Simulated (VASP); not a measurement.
# ZnS (F-43m) in VASP: single point with PBE

Aim: the single point of ZnS with PBE.

Program: VASP 6.6.1. These are calculated values, not measurements. Logs are shortened: lines on timing, memory, paths and dates and some standing lists are left out, and cuts for length are marked.

### 1 The cell of the first run

Symmetry: F-43m, No. 216, cubic system. The conventional cell has a = 5.444 Å, b = 5.444 Å, c = 5.444 Å, α = 90.00°, β = 90.00°, γ = 90.00°. Within 3.1 Å of Zn (site symmetry -43m) lie 4 S at 2.36 Å. Within 3.1 Å of S (site symmetry -43m) lie 4 Zn at 2.36 Å.

### 2 Single point, PBE

Input file INCAR:

```
PREC     = Accurate       # precision mode
ENCUT    = 500            # plane-wave cutoff, eV
EDIFF    = 1E-6           # SCF threshold, eV
ISMEAR   = -1             # smearing method
SIGMA    = 0.01           # smearing width, eV
LREAL    = False          # projectors in reciprocal space
LASPH    = True           # aspherical terms in the spheres
NELM     = 120            # most SCF steps
ALGO     = Normal         # electronic algorithm
ISIF     = 2              # what is computed and relaxed
LWAVE    = False          # write WAVECAR
LCHARG   = False          # write CHGCAR
GGA      = PE             # functional
NBANDS   = 16             # bands
GGA_COMPAT= False
```

Input file KPOINTS:

```
regular mesh
0
Gamma
  9 9 9
```

Input file POSCAR:

```
ZnS
1.0
    0.0000000000      2.7218303751      2.7218303751
    2.7218303751      0.0000000000      2.7218303751
    2.7218303751      2.7218303751      0.0000000000
Zn S
1 1
Direct
    0.0000000000      0.0000000000      0.0000000000
    0.7500000000      0.7500000000      0.7500000000
```

Potentials or basis: VASP PAW PBE potentials, release 64 (Zn, S).

On the command line:

```console
$ cat potpaw_PBE.64/Zn/POTCAR potpaw_PBE.64/S/POTCAR > POTCAR
$ mpirun -np 1 vasp_std > vasp.out
```

OUTCAR:

```text
PREC = Accurate
   ENCUT = 500
   EDIFF = 1E-6
   ISMEAR = -1
   LREAL = False
   LASPH = True
   NELM = 120
   ISIF = 2
   GGA = PE

 ion  position               nearest neighbor table
   1  0.000  0.000  0.000-   2 2.36   2 2.36   2 2.36   2 2.36
   2  0.750  0.750  0.750-   1 2.36   1 2.36   1 2.36   1 2.36

  LATTYP: Found a face centered cubic cell.
 ALAT       =     5.4436607502

  Lattice vectors:

 A1 = (   0.0000000000,   2.7218303751,   2.7218303751)
 A2 = (   2.7218303751,   0.0000000000,   2.7218303751)
 A3 = (   2.7218303751,   2.7218303751,   0.0000000000)

Analysis of symmetry for initial positions (statically):
=====================================================================
 Subroutine PRICEL returns:
 Original cell was already a primitive cell.

 Routine SETGRP: Setting up the symmetry group for a
 face centered cubic supercell.

 Subroutine GETGRP returns: Found 24 space group operations
 (whereof 24 operations were pure point group operations)
 out of a pool of 48 trial point group operations.

The static configuration has the point symmetry T_d .

Analysis of symmetry for dynamics (positions and initial velocities):
=====================================================================
 Subroutine PRICEL returns:
 Original cell was already a primitive cell.

 Routine SETGRP: Setting up the symmetry group for a
 face centered cubic supercell.

 Subroutine GETGRP returns: Found 24 space group operations
 (whereof 24 operations were pure point group operations)
 out of a pool of 48 trial point group operations.

The dynamic configuration has the point symmetry T_d .

 Subroutine INISYM returns: Found 24 space group operations
 (whereof 24 operations are pure point group operations),
 and found     1 'primitive' translations

----------------------------------------------------------------------------------------

                                     Primitive cell

  volume of cell :      40.3286

  direct lattice vectors                    reciprocal lattice vectors
     0.000000000  2.721830375  2.721830375    -0.183699912  0.183699912  0.183699912
     2.721830375  0.000000000  2.721830375     0.183699912 -0.183699912  0.183699912
     2.721830375  2.721830375  0.000000000     0.183699912  0.183699912 -0.183699912

  length of vectors
     3.849249431  3.849249431  3.849249431     0.318177581  0.318177581  0.318177581

  position of ions in fractional coordinates (direct lattice)
     0.000000000  0.000000000  0.000000000
     0.750000000  0.750000000  0.750000000

  ion indices of the primitive-cell ions
   primitive index   ion index
                 1           1
                 2           2

----------------------------------------------------------------------------------------

 KPOINTS: regular mesh

Automatic generation of k-mesh.
 Grid dimensions read from file:
 generate k-points for:    9    9    9

 Generating k-lattice:

  Cartesian coordinates                     Fractional coordinates (reciprocal lattice)
    -0.020411101  0.020411101  0.020411101     0.111111111  0.000000000  0.000000000
     0.020411101 -0.020411101  0.020411101     0.000000000  0.111111111  0.000000000
     0.020411101  0.020411101 -0.020411101     0.000000000  0.000000000  0.111111111

  Length of vectors
     0.035353065  0.035353065  0.035353065

  Shift w.r.t. Gamma in fractional coordinates (k-lattice)
     0.000000000  0.000000000  0.000000000

 Subroutine IBZKPT returns following result:
 ===========================================

 Found     35 irreducible k-points:

 Following reciprocal coordinates:
            Coordinates               Weight
  0.000000  0.000000  0.000000      1.000000
  0.111111  0.000000  0.000000      8.000000
  0.222222  0.000000  0.000000      8.000000
  0.333333  0.000000  0.000000      8.000000
  0.444444  0.000000  0.000000      8.000000
  0.111111  0.111111  0.000000      6.000000
[... 16 lines left out ...]
 -0.333333  0.333333  0.000000     12.000000
  0.444444  0.444444  0.000000      6.000000
 [... further k-points ...]
   k-points           NKPTS =     35   k-points in BZ     NKDIM =     35   number of bands    NBANDS=     16
   number of dos      NEDOS =    301   number of ions     NIONS =      2
   total plane-waves  NPLWV =  21952
   dimension x,y,z NGX =    28 NGY =   28 NGZ =   28
   dimension x,y,z NGXF=    56 NGYF=   56 NGZF=   56
   ions per type =               1   1
   NGX,Y,Z   is equivalent  to a cutoff of  12.09, 12.09, 12.09 a.u.
   NGXF,Y,Z  is equivalent  to a cutoff of  24.19, 24.19, 24.19 a.u.
 SYSTEM =  unknown system
   PREC   = accura    normal or accurate (medium, high low for compatibility)
   ISTART =      0    job   : 0-new  1-cont  2-samecut
   ICHARG =      2    charge: 1-file 2-atom 10-const
   ISPIN  =      1    spin polarized calculation?
   LNONCOLLINEAR =      F non collinear calculations
   LSORBIT =      F    spin-orbit coupling
   LASPH  =      T    aspherical Exc in radial PAW
   ENCUT  =  500.0 eV  36.75 Ry    6.06 a.u.   7.02  7.02  7.02*2*pi/ulx,y,z
   NELM   =    120;   NELMIN=  2; NELMDL= -5     # of ELM steps
   EDIFF  = 0.1E-05   stopping-criterion for ELM
   LREAL  =      F    real-space projection
[... 7 lines left out ...]
   TEBEG  =    0.0;   TEEND  =   0.0 temperature during run
   PSTRESS=    0.0 pullay stress
   NELECT =      18.0000    total number of electrons
   NUPDOWN=      -1.0000    fix difference up-down
   EMIN   =  10.00;   EMAX   =-10.00  energy-range for DOS
   EFERMI =   0.00;   METHOD = LEGACY
   ISMEAR =    -1;   SIGMA  =   0.01  broadening in eV -4-tet -1-fermi 0-gaus
   EFERMI_NEDOS =   21; number of points for ismear=-14 and -15
   IALGO  =     38    algorithm
   IMIX   =      4    mixing-type and parameters
     AMIX     =   0.40;   BMIX     =  1.00
     AMIX_MAG =   1.60;   BMIX_MAG =  1.00
  volume/ion in A,a.u.               =      20.16       136.08
  Fermi-wavevector in a.u.,A,eV,Ry     =   1.251107  2.364250 21.296789  1.565270
  Thomas-Fermi vector in A             =   2.385070
   LORBIT       =      0    0 simple, 1 ext, 2 COOP (PROOUT), +10 PAW based schemes
   GGA     = PE    functional components
   LHFCALC =     F    Hartree Fock is set to
   AEXX    =    0.0000 exact exchange contribution
   IVDW    =     0    specifies the selected vdW correction
   LEPSILON=     F    determine dielectric tensor
   LRPA    =     F    only Hartree local field effects (RPA)
 non-spin polarized calculation
  energy-cutoff  :      500.00
  volume of cell :       40.33
 maximum number of plane-waves:      1035
   NGX = 13   NGY = 13   NGZ = 13

 number of electron      17.9999988 magnetization

 Free energy of the ion-electron system (eV)
  ---------------------------------------------------
  ext. energy  EPLUGINS =         0.00000000
  ---------------------------------------------------
  free energy    TOTEN  =        -6.85230794 eV

  energy without entropy =       -6.85230794  energy(sigma->0) =       -6.85230794

 E-fermi :   2.1431     XC(G=0):  -9.5275

 val. band max:        1.9051371884   @ k =   0.0000   0.0000   0.0000
 cond. band min:       3.9232683176   @ k =   0.0000   0.0000   0.0000
 fundamental gap:      2.0181311293
 Fermi energy:         2.1431002286

 k-point     1 :       0.0000    0.0000    0.0000
  band No.  band energies     occupation
      1     -11.0848      2.00000
      2      -4.3497      2.00000
      3      -4.3497      2.00000
      4      -4.3497      2.00000
      5      -3.8773      2.00000
      6      -3.8773      2.00000
[... 8 lines left out ...]
     15      13.6419      0.00000
     16      13.6525      0.00000

 k-point     2 :       0.1111    0.0000    0.0000
  band No.  band energies     occupation
      1     -10.9955      2.00000
      2      -4.3479      2.00000
      3      -4.3337      2.00000
      4      -4.3337      2.00000
      5      -3.8786      2.00000
      6      -3.8786      2.00000
[... 8 lines left out ...]
     15      13.1394      0.00000
     16      14.3391      0.00000

 k-point     3 :       0.2222    0.0000    0.0000
  band No.  band energies     occupation
      1     -10.7549      2.00000
      2      -4.3160      2.00000
      3      -4.2958      2.00000
      4      -4.2958      2.00000
      5      -3.8775      2.00000
      6      -3.8775      2.00000
[... 8 lines left out ...]
     15      12.7961      0.00000
     16      14.2200      0.00000

 k-point     4 :       0.3333    0.0000    0.0000
  band No.  band energies     occupation
      1     -10.4506      2.00000
      2      -4.2600      2.00000
      3      -4.2600      2.00000
      4      -4.1784      2.00000
      5      -3.8660      2.00000
      6      -3.8660      2.00000
[... 8 lines left out ...]
     15      13.4586      0.00000
     16      13.7082      0.00000

 k-point     5 :       0.4444    0.0000    0.0000
  band No.  band energies     occupation
      1     -10.2296      2.00000
      2      -4.2420      2.00000
      3      -4.2420      2.00000
      4      -3.8512      2.00000
      5      -3.8512      2.00000
      6      -3.8396      2.00000
[... 8 lines left out ...]
     15      14.8477      0.00000
     16      14.8477      0.00000

 k-point     6 :       0.1111    0.1111    0.0000
  band No.  band energies     occupation
      1     -10.9657      2.00000
      2      -4.3633      2.00000
      3      -4.3201      2.00000
      4      -4.3201      2.00000
      5      -3.8898      2.00000
      6      -3.8690      2.00000
[... 8 lines left out ...]
     15      13.8004      0.00000
     16      14.6915      0.00000
[... 267 lines left out ...]
 k-point    21 :       0.4444    0.3333    0.0000
  band No.  band energies     occupation
      1     -10.0515      2.00000
      2      -4.3371      2.00000
      3      -4.0845      2.00000
      4      -4.0709      2.00000
      5      -3.8197      2.00000
      6      -3.7890      2.00000
[... 8 lines left out ...]
     15      15.5178      0.00000
     16      17.0748      0.00000

 k-point    22 :      -0.4444    0.3333    0.0000
  band No.  band energies     occupation
      1      -9.9442      2.00000
      2      -4.2725      2.00000
      3      -4.0827      2.00000
      4      -4.0010      2.00000
      5      -3.8356      2.00000
      6      -3.6033      2.00000
[... 8 lines left out ...]
     15      14.8802      0.00000
     16      16.9814      0.00000

 k-point    23 :      -0.3333    0.3333    0.0000
  band No.  band energies     occupation
      1      -9.9744      2.00000
      2      -4.2399      2.00000
      3      -4.1192      2.00000
      4      -3.9316      2.00000
      5      -3.8629      2.00000
      6      -3.6054      2.00000
[... 8 lines left out ...]
     15      13.5669      0.00000
     16      18.2577      0.00000

 k-point    24 :       0.4444    0.4444    0.0000
  band No.  band energies     occupation
      1      -9.9423      2.00000
      2      -4.3606      2.00000
      3      -4.0371      2.00000
      4      -4.0371      2.00000
      5      -3.8084      2.00000
      6      -3.7242      2.00000
[... 8 lines left out ...]
     15      15.4948      0.00000
     16      16.8424      0.00000

 [... further k-points ...]

------------------------ aborting loop because EDIFF is reached ----------------------------------------

  FORCE on cell =-STRESS in cart. coord.  units (eV):
  Direction    XX          YY          ZZ          XY          YZ          ZX
  --------------------------------------------------------------------------------------
  -------------------------------------------------------------------------------------
  Total        0.0347629      0.0347629      0.0347629      0.0000000      0.0000000     -0.0000000
  in kB        1.3810619      1.3810619      1.3810619      0.0000000      0.0000000     -0.0000000
  external PRESSURE =       1.3810619 kB  Pullay stress =       0.0000000 kB

 VOLUME and BASIS-vectors are now :
 -----------------------------------------------------------------------------
  energy-cutoff  :      500.00
  volume of cell :       40.33
      direct lattice vectors                 reciprocal lattice vectors
     0.000000000  2.721830375  2.721830375    -0.183699912  0.183699912  0.183699912
     2.721830375  0.000000000  2.721830375     0.183699912 -0.183699912  0.183699912
     2.721830375  2.721830375  0.000000000     0.183699912  0.183699912 -0.183699912

 POSITION                                       TOTAL-FORCE (eV/Angst)
 -----------------------------------------------------------------------------------
      0.00000      0.00000      0.00000         0.000000      0.000000      0.000000
      4.08275      4.08275      4.08275        -0.000000     -0.000000     -0.000000
 -----------------------------------------------------------------------------------
    total drift:                               -0.000000     -0.000000     -0.000000

  FREE ENERGIE OF THE ION-ELECTRON SYSTEM (eV)
  ---------------------------------------------------
  free  energy   TOTEN  =        -6.8523079408 eV

  energy  without entropy=       -6.8523079408  energy(sigma->0) =       -6.85230794
```

It took 20 s on 1 thread of Intel Xeon 6975P-C (Granite Rapids), shared host; peak memory 0.16 GiB.

What came out:

- Free energy: -6.8523 eV
- Pressure: 0.1 GPa
- Band gap on the k mesh: 2.02 eV

Levels at points of the mesh, in eV from the valence-band top:
```tsv
k point	band 7	band 8	band 9	band 10	band 11	band 12
(0.00, 0.00, 0.00)	0.00	0.00	0.00	2.02	6.41	6.41
```
